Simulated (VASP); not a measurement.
# Mg2CdTe3 in VASP: further runs, part 2 of 2

VASP 6.6.1. Earlier steps stand in the parts before.

### 4 Single point, PBE

This run uses another cell than the first one: it holds 12 atoms, not 6.

File INCAR:

```
SYSTEM = Mg2CdTe3
PREC = Accurate
ENCUT = 520
EDIFF = 1E-7
ISMEAR = 0
SIGMA = 0.1
LREAL = .FALSE.
LASPH = .TRUE.
NELM = 80
ALGO = Normal
ISIF = 2
LWAVE = .FALSE.
LCHARG = .FALSE.
GGA = PE
NBANDS = 46
```

File KPOINTS:

```
regular mesh
0
G
  4 2 2
  0 0 0
```

File POSCAR:

```
Mg2CdTe3
1.0
    4.6332197149      0.0000000000      0.0000000000
    0.0000000001      8.0249719489      0.0000000000
    0.0000000000      0.0000000000     11.3162892185
Mg Cd Te
4 2 6
Direct
    0.0000000000      0.0000000000      0.9993957143
    0.5000000000      0.5000000000      0.9993957143
    0.0000000000      0.3333333333      0.6692521004
    0.5000000000      0.8333333333      0.6692521004
    0.5000000000      0.1666666667      0.3320895147
    0.0000000000      0.6666666667      0.3320895147
    0.5000000000      0.1666666667      0.0791733474
    0.0000000000      0.6666666667      0.0791733474
    0.0000000000      0.3333333333      0.4201981865
    0.5000000000      0.8333333333      0.4201981865
    0.0000000000      0.0000000000      0.7498911367
    0.5000000000      0.5000000000      0.7498911367
```

Potentials or basis: VASP PAW PBE potentials, release 64 (Mg, Cd, Te).

The run is started by

```
$ cat potpaw_PBE.64/Mg/POTCAR potpaw_PBE.64/Cd/POTCAR potpaw_PBE.64/Te/POTCAR > POTCAR
$ mpirun -np 1 vasp_std > vasp.out
```

OUTCAR:

```text
SYSTEM = Mg2CdTe3
   PREC = Accurate
   ENCUT = 520
   EDIFF = 1E-7
   ISMEAR = 0
   LREAL = .FALSE.
   LASPH = .TRUE.
   NELM = 80
   ISIF = 2
   GGA = PE

 ion  position               nearest neighbor table
   1  0.000  0.000  0.999-   8 2.82   7 2.82   7 2.82  11 2.82
   2  0.500  0.500  0.999-   7 2.82   8 2.82   8 2.82  12 2.82
   3  0.000  0.333  0.669-   9 2.82  11 2.83  12 2.83  12 2.83
   4  0.500  0.833  0.669-  10 2.82  12 2.83  11 2.83  11 2.83
   5  0.500  0.167  0.332-   9 2.85   9 2.85  10 2.85   7 2.86
   6  0.000  0.667  0.332-  10 2.85  10 2.85   9 2.85   8 2.86
   7  0.500  0.167  0.079-   2 2.82   1 2.82   1 2.82   5 2.86
   8  0.000  0.667  0.079-   1 2.82   2 2.82   2 2.82   6 2.86
   9  0.000  0.333  0.420-   3 2.82   5 2.85   5 2.85   6 2.85
  10  0.500  0.833  0.420-   4 2.82   6 2.85   6 2.85   5 2.85
[... 814 lines left out ...]
  volume of cell :      420.76
      direct lattice vectors                 reciprocal lattice vectors
     4.633219715  0.000000000  0.000000000     0.215832631 -0.000000000  0.000000000
     0.000000000  8.024971949  0.000000000     0.000000000  0.124611027  0.000000000
     0.000000000  0.000000000 11.316289218     0.000000000  0.000000000  0.088368190

 POSITION                                       TOTAL-FORCE (eV/Angst)
 -----------------------------------------------------------------------------------
      0.00000      0.00000     11.30945        -0.000000     -0.002118     -0.000624
      2.31661      4.01249     11.30945        -0.000000     -0.002118     -0.000624
      0.00000      2.67499      7.57345        -0.000000     -0.001994     -0.005440
      2.31661      6.68748      7.57345        -0.000000     -0.001994     -0.005440
      2.31661      1.33750      3.75802        -0.000000     -0.010963     -0.007459
      0.00000      5.34998      3.75802        -0.000000     -0.010963     -0.007459
      2.31661      1.33750      0.89595         0.000000      0.002000     -0.018554
      0.00000      5.34998      0.89595         0.000000      0.002000     -0.018554
      0.00000      2.67499      4.75508         0.000000      0.011166      0.030032
      2.31661      6.68748      4.75508         0.000000      0.011166      0.030032
      0.00000      0.00000      8.48598         0.000000      0.001908      0.002045
      2.31661      4.01249      8.48598         0.000000      0.001908      0.002045
 -----------------------------------------------------------------------------------
    total drift:                                0.000000     -0.000027     -0.001086

  FREE ENERGIE OF THE ION-ELECTRON SYSTEM (eV)
  ---------------------------------------------------
  free  energy   TOTEN  =       -35.1539382271 eV

  energy  without entropy=      -35.1539382271  energy(sigma->0) =      -35.15393823
```

OSZICAR:

```text
N       E                     dE             d eps       ncg     rms          rms(c)
DAV:   1     0.349784826674E+03    0.34978E+03   -0.25550E+04  1104   0.119E+03
DAV:   2    -0.992756233620E+01   -0.35971E+03   -0.34698E+03  1342   0.230E+02
DAV:   3    -0.359746805114E+02   -0.26047E+02   -0.25934E+02  1314   0.615E+01
DAV:   4    -0.364762014704E+02   -0.50152E+00   -0.50116E+00  1386   0.869E+00
DAV:   5    -0.364836158582E+02   -0.74144E-02   -0.74140E-02  1334   0.119E+00    0.882E+00
DAV:   6    -0.352617021325E+02    0.12219E+01   -0.22637E+00  1234   0.785E+00    0.691E+00
DAV:   7    -0.351344752092E+02    0.12723E+00   -0.11502E+00  1290   0.347E+00    0.283E+00
DAV:   8    -0.351500138336E+02   -0.15539E-01   -0.73166E-02  1234   0.164E+00    0.120E+00
DAV:   9    -0.351533339313E+02   -0.33201E-02   -0.10690E-02  1226   0.599E-01    0.258E-01
DAV:  10    -0.351535543739E+02   -0.22044E-03   -0.42336E-03  1212   0.366E-01    0.111E-01
DAV:  11    -0.351537612690E+02   -0.20690E-03   -0.55658E-04  1238   0.109E-01    0.391E-02
DAV:  12    -0.351538969796E+02   -0.13571E-03   -0.12052E-04  1208   0.362E-02    0.198E-02
DAV:  13    -0.351539351504E+02   -0.38171E-04   -0.63337E-05  1206   0.294E-02    0.801E-03
DAV:  14    -0.351539380260E+02   -0.28756E-05   -0.53631E-06  1306   0.118E-02    0.456E-03
DAV:  15    -0.351539379681E+02    0.57878E-07   -0.13087E-06  1154   0.384E-03    0.168E-03
DAV:  16    -0.351539380748E+02   -0.10672E-06   -0.41073E-08   920   0.777E-04    0.772E-04
DAV:  17    -0.351539382434E+02   -0.16854E-06   -0.76786E-08   818   0.107E-03    0.446E-04
DAV:  18    -0.351539382271E+02    0.16226E-07   -0.44251E-09   660   0.368E-04
   1 F= -.35153938E+02 E0= -.35153938E+02  d E =-.109875E-11
```

stdout:

```text
POSCAR found type information on POSCAR MgCdTe
 POSCAR found :  3 types and      12 ions
 scaLAPACK will be used
 LDA part: xc-table for (Slater+PW92), standard interpolation
 POSCAR, INCAR and KPOINTS ok, starting setup
 FFT: planning ... GRIDC
 FFT: planning ... GRID_SOFT
 FFT: planning ... GRID
 WAVECAR not read
 entering main loop
```

Run time: 11 min. Hardware: 1 thread of Intel Xeon 8259CL, shared host; peak memory 0.56 GiB.

Results:

- Free energy: -35.1539 eV
- Pressure: 0.0 GPa
- Largest force: 0.032 eV/Å
- Band gap on the k mesh: 1.45 eV

Forces on the atoms (eV/Å):
```
Mg   0.000 -0.002 -0.001
Mg   0.000 -0.002 -0.001
Mg   0.000 -0.002 -0.005
Mg   0.000 -0.002 -0.005
Cd   0.000 -0.011 -0.007
Cd   0.000 -0.011 -0.007
Te   0.000  0.002 -0.019
Te   0.000  0.002 -0.019
Te   0.000  0.011  0.030
Te   0.000  0.011  0.030
Te   0.000  0.002  0.002
Te   0.000  0.002  0.002
```

Caveat: spin-orbit coupling is left out, which moves the levels of the heavy elements.

### 5 Single point, PBE

This run uses another cell than the first one: it holds 12 atoms, not 6.

File INCAR:

```
SYSTEM = Mg2CdTe3
  PREC = Accurate
  ENCUT = 520
  EDIFF = 1E-7
  ISMEAR = 0
  SIGMA = 0.1
  LREAL = .FALSE.
  LASPH = .TRUE.
  NELM = 60
  ALGO = Normal
  ISIF = 2
  LWAVE = .FALSE.
  LCHARG = .FALSE.
  GGA = PE
  NBANDS = 46
```

KPOINTS is that of step 4.

File POSCAR:

```
Mg2CdTe3
1.0
    4.6479822374     -0.0009611279      0.0017177976
   -0.0019335061      8.0080237478     -0.0136751375
    0.0048067716     -0.0189236478     11.3061536466
Mg Cd Te
4 2 6
Direct
   -0.0005090452      0.0005539824      0.9994752319
    0.5005779483      0.5005432934      0.9995179142
   -0.0001845494      0.3327031840      0.6691606168
    0.4993434337      0.8326479234      0.6694548448
    0.5003075615      0.1671421913      0.3320511808
    0.0005453538      0.6672989166      0.3321334857
    0.4995698854      0.1668392581      0.0788496170
    0.0005123992      0.6668999231      0.0788821447
    0.0002453646      0.3336332888      0.4202042328
    0.5004533559      0.8336473867      0.4203860049
   -0.0006544108     -0.0008822450      0.7499142120
    0.4997927032      0.4989728971      0.7499705144
```

The run is started by

```
$ cat potpaw_PBE.64/Mg/POTCAR potpaw_PBE.64/Cd/POTCAR potpaw_PBE.64/Te/POTCAR > POTCAR
$ mpirun -np 1 vasp_std > vasp.out
```

It took 9.6 min on 1 thread of Intel Xeon 8259CL, shared host; peak memory 0.57 GiB.

It converged, with:

- Free energy: -35.1546 eV
- Pressure: 0.0 GPa
- Largest force: 0.016 eV/Å
- Band gap on the k mesh: 1.44 eV

Forces on the atoms (eV/Å):
```
Mg   0.002 -0.003 -0.003
Mg  -0.002 -0.003 -0.002
Mg   0.000  0.001  0.008
Mg   0.001  0.000  0.003
Cd  -0.001 -0.006 -0.006
Cd   0.000 -0.007 -0.008
Te   0.001  0.001 -0.005
Te  -0.001  0.000 -0.005
Te   0.000  0.004  0.014
Te  -0.001  0.004  0.015
Te   0.001  0.004 -0.005
Te   0.000  0.005 -0.008
```

Levels at points of the mesh, in eV from the valence-band top:
| k point | band 31 | band 32 | band 33 | band 34 | band 35 | band 36 | band 37 | band 38 |
| --- | --- | --- | --- | --- | --- | --- | --- | --- |
| (0.00, 0.00, 0.00) | -0.54 | -0.13 | -0.02 | 0.00 | 1.44 | 2.59 | 2.64 | 2.81 |
| (0.50, 0.00, 0.00) | -1.21 | -1.21 | -0.67 | -0.67 | 3.14 | 3.14 | 3.63 | 3.63 |
| (0.00, 0.50, 0.00) | -0.46 | -0.46 | -0.46 | -0.46 | 2.79 | 2.79 | 3.35 | 3.35 |
| (0.50, 0.50, 0.00) | -0.97 | -0.96 | -0.79 | -0.79 | 2.66 | 2.66 | 2.85 | 2.85 |
| (0.00, 0.00, 0.50) | -0.50 | -0.48 | -0.06 | -0.03 | 2.02 | 2.40 | 2.76 | 2.80 |
| (0.50, 0.00, 0.50) | -1.04 | -1.04 | -0.98 | -0.98 | 3.27 | 3.27 | 3.86 | 3.86 |
| (0.00, 0.50, 0.50) | -0.75 | -0.75 | -0.37 | -0.37 | 2.74 | 2.74 | 3.44 | 3.44 |
| (0.50, 0.50, 0.50) | -0.65 | -0.64 | -0.62 | -0.62 | 2.41 | 2.41 | 3.00 | 3.00 |

Caveat: spin-orbit coupling is left out, which moves the levels of the heavy elements.

### 6 Overview

| task | cell | k mesh | cutoff (eV) | smearing | gap on the mesh (eV) | pressure (GPa) | largest force (eV/Å) |
| --- | --- | --- | --- | --- | --- | --- | --- |
| single point | a = 4.633, b = 4.633, c = 11.316 Å, angles 90.0, 90.0, 120.0°, 6 atoms, atomic positions A | 6 × 6 × 4 | 520 | gaussian 0.02 eV | 1.46 | 0.0 | 0.02 |
| relaxation of cell and atoms | relaxed from a = 4.240, b = 4.240, c = 10.386 Å, angles 90.0, 90.0, 120.0°, 6 atoms, atomic positions B | 6 × 6 × 2 | 600 | gaussian 0.1 eV | 1.45 | 0.0 | 0.02 |
| single point | a = 4.633, b = 8.025, c = 11.316 Å, 12 atoms, atomic positions C | 4 × 2 × 2 | 520 | gaussian 0.1 eV | 1.45 | 0.0 | 0.03 |
| single point | a = 4.648, b = 8.008, c = 11.306 Å, angles 90.2, 90.0, 90.0°, 12 atoms, atomic positions D | 4 × 2 × 2 | 520 | gaussian 0.1 eV | 1.44 | 0.0 | 0.02 |

Alike in all rows: level PBE; potentials or basis VASP PAW PBE potentials, release 64 (Mg, Cd, Te); no spin polarisation.

Caveats: spin-orbit coupling is left out, which moves the levels of the heavy elements.

Absolute energies hang on the potentials; compare differences alone.
